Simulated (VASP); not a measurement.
Crystal: Au.

```
CELL_PARAMETERS angstrom
0.00000 2.74703 2.74703
2.74703 0.00000 2.74703
2.74703 2.74703 0.00000
ATOMIC_POSITIONS crystal
Au 0.50000 0.50000 0.50000
Au 0.75000 0.75000 0.75000
```

This isn't the form of Au at room conditions, which is fcc.

```yaml
Program: VASP 6.6.1
Task: relaxation of cell and atoms
Functional: r2SCAN
Potentials_or_basis: VASP PAW PBE potentials, release 64 (Au)
Cutoff: 600 eV
k_mesh: 6 × 6 × 6
Occupations: gaussian, width 0.1 eV
Spin: no spin polarisation
```

At the start: pressure 45.9 GPa; volume 20.73 Å³/atom.

Question: How do energy, volume and symmetry change on relaxing?

Answer: Over 5 steps the energy falls by 761.7 meV/atom and the volume is 28.19 Å³/atom (+36.0 %); space group Fd-3m (No. 227, to 0.1 Å) before and after.

Step by step:
```csv
step,energy change (eV),largest force (eV/Å),pressure (GPa),volume (Å³)
1,0.0000,0.0000,45.90,41.46
2,-0.1959,0.0000,-8.11,88.28
3,-1.5137,0.0000,-1.74,58.14
4,-1.5213,0.0000,-0.84,57.21
5,-1.5234,0.0000,0.03,56.39
```

Final structure:
```cif
data_structure
_symmetry_space_group_name_H-M 'P 1'
_symmetry_Int_Tables_number 1
_cell_length_a 4.3043
_cell_length_b 4.3043
_cell_length_c 4.3043
_cell_angle_alpha 60.000
_cell_angle_beta 60.000
_cell_angle_gamma 60.000
_cell_volume 56.39
loop_
_atom_site_label
_atom_site_type_symbol
_atom_site_fract_x
_atom_site_fract_y
_atom_site_fract_z
_atom_site_occupancy
Au1 Au 0.50000 0.50000 0.50000 1
Au2 Au 0.75000 0.75000 0.75000 1
```

Caveat: the volume moved by over 15 % at a fixed basis, so the end points are rough; the PAW data sets were made with another functional, which shifts forces and pressure a little.
